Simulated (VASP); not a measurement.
Input of a VASP 6.6.1 run:

The input POSCAR:

```
GaN
1.0
    0.0000000000      2.2489367673      2.2489367673
    2.2489367673      0.0000000000      2.2489367673
    2.2489367673      2.2489367673      0.0000000000
Ga N
1 1
Direct
    0.0000000000      0.0000000000      0.0000000000
    0.7500000000      0.7500000000      0.7500000000
```

The input INCAR.step1:

```
SYSTEM = GaN
PREC     = Accurate       ! precision mode
ENCUT    = 520            ! plane-wave cutoff, eV
ISMEAR   = 0              ! smearing method
SIGMA    = 0.05           ! smearing width, eV
LREAL    = .FALSE.        ! projectors in reciprocal space
LASPH    = .TRUE.         ! aspherical terms in the spheres
NELM     = 60             ! most SCF steps
NBANDS   = 16             ! bands
GGA      = PE             ! functional
ALGO     = Normal         ! electronic algorithm
EDIFF    = 1E-4           ! SCF threshold, eV
LWAVE    = .TRUE.         ! write WAVECAR
LCHARG   = .FALSE.        ! write CHGCAR
```

File INCAR.step2:

```
SYSTEM = GaN
PREC     = Accurate       ! precision mode
ENCUT    = 520            ! plane-wave cutoff, eV
EDIFF    = 1E-6           ! SCF threshold, eV
ISMEAR   = 0              ! smearing method
SIGMA    = 0.05           ! smearing width, eV
LREAL    = .FALSE.        ! projectors in reciprocal space
LASPH    = .TRUE.         ! aspherical terms in the spheres
NELM     = 60             ! most SCF steps
ALGO     = Normal         ! electronic algorithm
ISIF     = 2              ! what is computed and relaxed
LWAVE    = .FALSE.        ! write WAVECAR
LCHARG   = .FALSE.        ! write CHGCAR
METAGGA  = R2SCAN         ! meta-GGA
LMIXTAU  = .TRUE.       
NBANDS   = 16             ! bands
ISTART   = 1
```

The input KPOINTS:

```
Automatic mesh
0
G
  10 10 10
  0 0 0
```

Potentials or basis: VASP PAW PBE potentials, release 64 (Ga_d, N).

Command:

```bash
$ cat potpaw_PBE.64/Ga_d/POTCAR potpaw_PBE.64/N/POTCAR > POTCAR
$ cp INCAR.step1 INCAR
$ mpirun -np 1 vasp_std > vasp.out
$ cp INCAR.step2 INCAR
$ mpirun -np 1 vasp_std > vasp.out
```

Estimate the band gap on the k mesh.

2.16 eV.

Predict the pressure.

1.1 GPa.

Caveat: the PAW data sets were made with another functional, which shifts forces and pressure a little.
